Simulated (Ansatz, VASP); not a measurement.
# One calculation of WC, two programs

The input INCAR:

```
SYSTEM = WC
  ALGO = Normal
  EDIFF = 1E-6
  ENCUT = 1300
  GGA = PS
  GGA_COMPAT = .False.
  ISIF = 2
  ISMEAR = 0
  LASPH = .True.
  LCHARG = .False.
  LREAL = .False.
  LWAVE = .False.
  NBANDS = 16
  NELM = 120
  PREC = Accurate
  SIGMA = 0.15
```

The input KPOINTS:

```
k-points
0
Gamma
  24 24 22
  0 0 0
```

File POSCAR:

```
WC
1.0
    2.8984136670      0.0000000000      0.0000000000
   -1.4492068335      2.5100998663      0.0000000000
    0.0000000000      0.0000000000      2.7145074275
W C
1 1
Direct
    0.0000000000      0.0000000000      0.0000000000
    0.6666666667      0.3333333333      0.5000000000
```

Input for Ansatz:

```yaml
crystal:
  lattice:
    - [2.898413667, 0.0, 0.0]
    - [-1.4492068335, 2.5100998663, 0.0]
    - [0.0, 0.0, 2.7145074275]
  atoms:
    - { symbol: W, position: [0.0, 0.0, 0.0] }
    - { symbol: C, position: [0.6666666667, 0.3333333333, 0.5] }
basis:
  ecutwfc: 420
kpoints:
  mp_grid: { grid: [24, 24, 22] }
hamiltonian:
  xc: pbesol
scf:
  occupations: { method: gaussian, width: 0.15 }
output:
  forces: true
  stress: true
  eigenvalues: true
```

Change from the starting cell: strain +0.000 along x and y, -0.040 along z, atoms carried along.

Alike in both runs: task single point; functional PBEsol; k mesh 24 × 24 × 22; occupations gaussian, width 0.15 eV; no spin polarisation.

```csv
,VASP,Ansatz
version,VASP 6.6.1,Ansatz 0.2.0
potentials or method,"VASP PAW PBE potentials, release 64 (W_sv, C_h), cutoff 1300 eV","scalar-relativistic, plane waves, PAW"
valence electrons in the cell,18,18
```

VASP gave:

```
gap on the k mesh at the Fermi level (eV)                     : none
pressure (GPa)                                                : 22.3
traceless stress, the component that is largest in VASP (GPa) : 24.38
```

Which values does Ansatz return?

gap on the k mesh at the Fermi level (eV): none; pressure (GPa): 20.8; traceless stress, the component that is largest in VASP (GPa): 24.03.

VASP's potentials were made for PBE, not for PBEsol. A gap of «none» marks a metal or a gap that the smearing closes. The functional is the same, so the differences come from potentials, cutoffs and numerics.

Spin-orbit coupling is off throughout.
